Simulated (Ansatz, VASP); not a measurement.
## Two plane-wave programs on Pb

```
CELL_PARAMETERS angstrom
0.00000 2.50230 2.50230
2.50230 0.00000 2.50230
2.50230 2.50230 0.00000
ATOMIC_POSITIONS crystal
Pb 0.00000 0.00000 0.00000
```

Change from the starting cell: volume scaled by 1.04, PAW files.

Alike in both runs: task electric field gradients; functional PBE; k mesh 13 × 13 × 13; occupations fermi-dirac, width 0.08 eV; no spin polarisation.

|  | VASP | Ansatz |
| --- | --- | --- |
| version | VASP 6.6.1 | Ansatz 0.2.0 |
| potentials or method | VASP PAW PBE potentials, release 64 (Pb_d) | PAW with Ansatz's default frozen-core files, scalar-relativistic |
| plane-wave cutoff (eV) | 520 | 420 |
| valence electrons in the cell | 14 | 14 |

```csv
,VASP,Ansatz,Ansatz less VASP
pressure (GPa),0.8,0.9,+0.06
```

The functional is the same, so the differences come from potentials, cutoffs and numerics.

Spin-orbit coupling is off throughout.
